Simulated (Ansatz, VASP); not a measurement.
## EuS in VASP and in Ansatz

INCAR

```
PREC = Accurate
ENCUT = 600
EDIFF = 1E-6
ISMEAR = -1
SIGMA = 0.025
LREAL = F
LASPH = T
NELM = 200
ALGO = Normal
ISIF = 2
LWAVE = F
LCHARG = T
ISPIN = 2
MAGMOM = 9.1 0
LORBIT = 11
LMAXMIX = 6
LDAU = T
LDAUTYPE = 2
LDAUL = 3 -1
LDAUU = 3 0
LDAUJ = 0 0
LDAUPRINT = 1
GGA = PE
LELF = T
LVHAR = T
NBANDS = 22
GGA_COMPAT = F
```

File KPOINTS:

```
Automatic mesh
0
Gamma
  7 7 7
```

Contents of POSCAR:

```
EuS
1.0
    0.0000000000      2.9785000000      2.9785000000
    2.9785000000      0.0000000000      2.9785000000
    2.9785000000      2.9785000000      0.0000000000
Eu S
1 1
Direct
    0.0000000000      0.0000000000      0.0000000000
    0.5000000000      0.5000000000      0.5000000000
```

Input for Ansatz:

```yaml
crystal:
  lattice:
    - [0.0, 2.9785, 2.9785]
    - [2.9785, 0.0, 2.9785]
    - [2.9785, 2.9785, 0.0]
  atoms:
    - { symbol: Eu, position: [0.0, 0.0, 0.0] }
    - { symbol: S, position: [0.5, 0.5, 0.5] }
basis:
  ecutwfc: 420.0
kpoints:
  mp_grid:
    grid: [7, 7, 7]
hamiltonian:
  xc: pbe
  hubbard:
    - { species: Eu, l: f, u_eff: 3.0 }
magnetization:
  spin_polarized: true
  per_species:
    Eu: 9.1
scf:
  occupations:
    method: fermi_dirac
    width: 0.025
```

Alike in both runs: task single point; functional PBE; k mesh 7 × 7 × 7; occupations fermi-dirac, width 0.025 eV; collinear spin; Hubbard terms Eu f U = 3.0 eV.

|  | VASP | Ansatz |
| --- | --- | --- |
| version | VASP 6.6.1 | Ansatz 0.2.0 |
| potentials or method | VASP PAW PBE potentials, release 64 (Eu, S), cutoff 600 eV | plane waves, PAW |
| valence electrons in the cell | 23 | 23 |

```csv
,VASP,Ansatz,Ansatz less VASP
gap on the k mesh at the Fermi level (eV),none,none,-
net moment per atom (μB),3.50,3.50,0.000
size of the moment on the site where the two differ most (μB),6.67,6.83,+0.166
```

Site moments also hang on the region over which each program counts them. The programs project onto different local orbitals, so the same U acts differently, and such runs can settle in different states. A gap of «none» marks a metal or a gap that the smearing closes. Ansatz's warnings: filled band counts differ across k points, given moment on shells, stability check not made.

Spin-orbit coupling is off throughout.
